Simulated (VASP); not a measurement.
# Sb (Pm-3m) in VASP: further runs, part 2 of 2

VASP 6.6.1.

## (3) Single point, PBE (31.87 Å³/atom)

This run uses another cell than the first one, of 31.87 Å³/atom.

Contents of INCAR:

```
SYSTEM = Sb
  PREC = Accurate
  ENCUT = 520
  EDIFF = 1E-6
  ISMEAR = 0
  SIGMA = 0.1
  LREAL = .FALSE.
  LASPH = .TRUE.
  NELM = 80
  ALGO = Normal
  ISIF = 2
  LWAVE = .FALSE.
  LCHARG = .FALSE.
  GGA = PE
  NBANDS = 8
```

Contents of KPOINTS:

```
Automatic mesh
0
G
  18 18 18
  0 0 0
```

Contents of POSCAR:

```
Sb
1.0
    3.1706212415      0.0000000000      0.0000000000
    0.0000000000      3.1706212415      0.0000000000
    0.0000000000      0.0000000000      3.1706212415
Sb
1
Direct
    0.5000000000      0.5000000000      0.5000000000
```

Potentials or basis: VASP PAW PBE potentials, release 64 (Sb).

On the command line:

```sh
$ cat potpaw_PBE.64/Sb/POTCAR > POTCAR
$ mpirun -np 1 vasp_std > vasp.out
```

OUTCAR:

```text
SYSTEM = Sb
   PREC = Accurate
   ENCUT = 520
   EDIFF = 1E-6
   ISMEAR = 0
   LREAL = .FALSE.
   LASPH = .TRUE.
   NELM = 80
   ISIF = 2
   GGA = PE

 ion  position               nearest neighbor table
   1  0.500  0.500  0.500-

  LATTYP: Found a simple cubic cell.
 ALAT       =     3.1706212415

  Lattice vectors:

 A1 = (   3.1706212415,   0.0000000000,   0.0000000000)
 A2 = (   0.0000000000,   3.1706212415,   0.0000000000)
 A3 = (   0.0000000000,   0.0000000000,   3.1706212415)

[... 443 lines left out ...]

 [... further k-points ...]

------------------------ aborting loop because EDIFF is reached ----------------------------------------

  FORCE on cell =-STRESS in cart. coord.  units (eV):
  Direction    XX          YY          ZZ          XY          YZ          ZX
  --------------------------------------------------------------------------------------
  -------------------------------------------------------------------------------------
  Total       -0.5652900     -0.5652900     -0.5652900      0.0000000      0.0000000      0.0000000
  in kB      -28.4150721    -28.4150721    -28.4150721      0.0000000      0.0000000      0.0000000
  external PRESSURE =     -28.4150721 kB  Pullay stress =       0.0000000 kB

 VOLUME and BASIS-vectors are now :
 -----------------------------------------------------------------------------
  energy-cutoff  :      520.00
  volume of cell :       31.87
      direct lattice vectors                 reciprocal lattice vectors
     3.170621242  0.000000000  0.000000000     0.315395604  0.000000000  0.000000000
     0.000000000  3.170621242  0.000000000     0.000000000  0.315395604  0.000000000
     0.000000000  0.000000000  3.170621242     0.000000000  0.000000000  0.315395604

 POSITION                                       TOTAL-FORCE (eV/Angst)
 -----------------------------------------------------------------------------------
      1.58531      1.58531      1.58531         0.000000      0.000000      0.000000
 -----------------------------------------------------------------------------------
    total drift:                               -0.000000     -0.000000     -0.000000

  FREE ENERGIE OF THE ION-ELECTRON SYSTEM (eV)
  ---------------------------------------------------
  free  energy   TOTEN  =        -4.0767738348 eV

  energy  without entropy=       -4.0743191469  energy(sigma->0) =       -4.07554649
```

stdout:

```text
POSCAR found type information on POSCAR Sb
 POSCAR found :  1 types and       1 ions
 scaLAPACK will be used
 LDA part: xc-table for (Slater+PW92), standard interpolation
 POSCAR, INCAR and KPOINTS ok, starting setup
 FFT: planning ... GRIDC
 FFT: planning ... GRID_SOFT
 FFT: planning ... GRID
 WAVECAR not read
 entering main loop
```

Wall time 51 s (1 thread of AMD EPYC 7R13, shared host); peak memory 0.15 GiB.

What came out:

```
Free energy            : -4.0768 eV
Pressure               : -2.8 GPa
Band gap on the k mesh : zero (an odd number of electrons rules out a gap without spin polarisation)
```

Levels at points of the mesh, in eV from the Fermi level:
```
           k point  band 1  band 2  band 3  band 4  band 5  band 6  band 7
(0.00, 0.00, 0.00)  -11.92    3.08    3.08    3.08    6.84    6.84    7.85
(0.50, 0.00, 0.00)   -9.73   -5.15    4.88    4.88    8.80   10.40   11.00
(0.50, 0.50, 0.00)   -7.44   -3.27   -3.27    2.40    6.67   12.29   13.02
(0.50, 0.50, 0.50)   -4.92   -1.51   -1.51   -1.51    4.91    4.91    4.91
```

Caveat: spin-orbit coupling is left out, which moves the levels of the heavy elements.

## (4) Single point, PBE (33.08 Å³/atom)

This run uses another cell than the first one, of 33.08 Å³/atom.

Contents of INCAR:

```
PREC = Accurate
ENCUT = 520
EDIFF = 1E-6
ISMEAR = 0
SIGMA = 0.1
LREAL = False
LASPH = True
NELM = 60
ALGO = Normal
ISIF = 2
LWAVE = False
LCHARG = True
GGA = PE
LELF = True
LVHAR = True
NBANDS = 8
```

Contents of KPOINTS:

```
regular mesh
0
Gamma
  18 18 18
```

Contents of POSCAR:

```
Sb
1.0
    3.2100118685      0.0000000000      0.0000000000
    0.0000000000      3.2100118685      0.0000000000
    0.0000000000      0.0000000000      3.2100118685
Sb
1
Direct
    0.5000000000      0.5000000000      0.5000000000
```

On the command line:

```sh
$ cat potpaw_PBE.64/Sb/POTCAR > POTCAR
$ mpirun -np 1 vasp_std > vasp.out
```

It took 51 s on 1 thread of AMD EPYC 7R13, shared host; peak memory 0.15 GiB.

The run converged. Its results:

```yaml
Free_energy: -4.0500 eV
Pressure: -4.2 GPa
Band_gap_on_the_k_mesh: zero (an odd number of electrons rules out a gap without spin polarisation)
```

Levels at points of the mesh, in eV from the Fermi level:
```tsv
k point	band 1	band 2	band 3	band 4	band 5	band 6	band 7	band 8
(0.00, 0.00, 0.00)	-11.65	3.00	3.00	3.00	6.82	6.82	7.65	17.04
(0.50, 0.00, 0.00)	-9.59	-4.90	4.68	4.68	8.72	10.31	10.70	11.12
(0.50, 0.50, 0.00)	-7.44	-3.10	-3.10	2.55	6.36	12.02	12.88	12.88
(0.50, 0.50, 0.50)	-5.10	-1.43	-1.43	-1.43	4.97	4.97	4.97	7.17
```

Caveat: the cell stands under tension; spin-orbit coupling is left out, which moves the levels of the heavy elements.

## (5) Single point, PBE

This run uses another cell than the first one, of 30.09 Å³/atom.

Contents of INCAR:

```
PREC = Accurate ; ENCUT = 520
EDIFF = 1E-6 ; ISMEAR = -1
SIGMA = 0.15 ; LREAL = False
LASPH = True ; NELM = 100
ALGO = Normal ; ISIF = 2
LWAVE = False ; LCHARG = False
GGA = PE ; NBANDS = 8
```

Contents of KPOINTS:

```
Automatic mesh
0
Gamma
  20 20 20
```

Contents of POSCAR:

```
Sb
1.0
    3.1103578946      0.0000000000      0.0000000000
    0.0000000000      3.1103578946      0.0000000000
    0.0000000000      0.0000000000      3.1103578946
Sb
1
Direct
    0.5000000000      0.5000000000      0.5000000000
```

On the command line:

```sh
$ cat potpaw_PBE.64/Sb/POTCAR > POTCAR
$ mpirun -np 1 vasp_std > vasp.out
```

Run time: 58 s. Hardware: 1 thread of AMD EPYC 7R13, shared host; peak memory 0.16 GiB.

Results (log left out):

```yaml
Free_energy: -4.1120 eV
Pressure: 0.0 GPa
Band_gap_on_the_k_mesh: zero (an odd number of electrons rules out a gap without spin polarisation)
```

Levels at points of the mesh, in eV from the Fermi level:
| k point | band 1 | band 2 | band 3 | band 4 | band 5 | band 6 | band 7 | band 8 |
| --- | --- | --- | --- | --- | --- | --- | --- | --- |
| (0.00, 0.00, 0.00) | -12.31 | 3.25 | 3.25 | 3.25 | 6.92 | 6.92 | 8.22 | 17.59 |
| (0.50, 0.00, 0.00) | -9.93 | -5.51 | 5.23 | 5.23 | 8.98 | 10.58 | 11.42 | 11.42 |
| (0.50, 0.50, 0.00) | -7.40 | -3.49 | -3.49 | 2.22 | 7.24 | 12.77 | 13.24 | 13.24 |
| (0.50, 0.50, 0.50) | -4.57 | -1.60 | -1.60 | -1.60 | 4.85 | 4.85 | 4.85 | 6.97 |

Caveat: spin-orbit coupling is left out, which moves the levels of the heavy elements.

## (6) Overview

| cell | k mesh | smearing | gap on the mesh (eV) | pressure (GPa) |
| --- | --- | --- | --- | --- |
| a = 3.140 Å, 1 atom | 18 × 18 × 18 | gaussian 0.1 eV | none | -1.6 |
| a = 3.171 Å, 1 atom | 18 × 18 × 18 | gaussian 0.1 eV | none | -2.8 |
| a = 3.210 Å, 1 atom | 18 × 18 × 18 | gaussian 0.1 eV | none | -4.2 |
| a = 3.110 Å, 1 atom | 20 × 20 × 20 | fermi-dirac 0.15 eV | none | 0.0 |

Alike in all rows: task single point; level PBE; potentials or basis VASP PAW PBE potentials, release 64 (Sb); no spin polarisation; cutoff (eV) 520.

Caveats: spin-orbit coupling is left out, which moves the levels of the heavy elements; the cell stands under tension (at least some runs).

Total energies depend on the potentials used, so only differences within one code and one set of settings carry meaning.
